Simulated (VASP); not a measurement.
Wanted: the native input for a VASP 6.6.1 run.

```yaml
Task: single point
Functional: PBEsol
Potentials_or_basis: VASP PAW PBE potentials, release 64 (Al, N)
Cutoff: 520 eV
k_mesh: 9 × 9 × 7
Occupations: gaussian, width 0.01 eV
Spin: no spin polarisation
Dipole_correction: no
Further_INCAR_settings: ALGO = Normal; EDIFF = 1e-07; NBANDS = 16
```

The structure of AlN (wurtzite to rock salt path) lies in POSCAR:

```
AlN
1.0
    1.5914478754     -2.7563877201      0.0000000000
    1.5914478754      2.7563877201      0.0000000000
    0.0000000000      0.0000000000      4.1377644759
Al N
2 2
Direct
    0.0000022203     -0.0000022203     -0.0144487449
    0.6666644464      0.3333355536      0.4855512551
    0.0000027285     -0.0000027285      0.4844487449
    0.6666639382      0.3333360618      0.9844487449
```

The input as run:

INCAR

```
ALGO = Normal
EDIFF = 1E-7
ENCUT = 520
GGA = PS
ISIF = 2
ISMEAR = 0
LASPH = T
LCHARG = F
LREAL = F
LWAVE = F
NBANDS = 16
NELM = 100
PREC = Accurate
SIGMA = 0.01
```

KPOINTS

```
k-points
0
Gamma
  9 9 7
```

Potentials or basis: VASP PAW PBE potentials, release 64 (Al, N).

Run with:

```sh
$ cat potpaw_PBE.64/Al/POTCAR potpaw_PBE.64/N/POTCAR > POTCAR
$ mpirun -np 1 vasp_std > vasp.out
```

It gave:

```yaml
Pressure: 20.1 GPa
Largest_force: 0.005 eV/Å
Band_gap_on_the_k_mesh: 3.82 eV, direct
```

Caveat: the PAW data sets were made with another functional, which shifts forces and pressure a little.

Wall time 28 s on 1 thread of Intel(R) Xeon(R) Platinum 8259CL CPU @ 2.50GHz (Skylake/Cascade Lake), with other jobs on the host, peak memory 0.17 GiB.
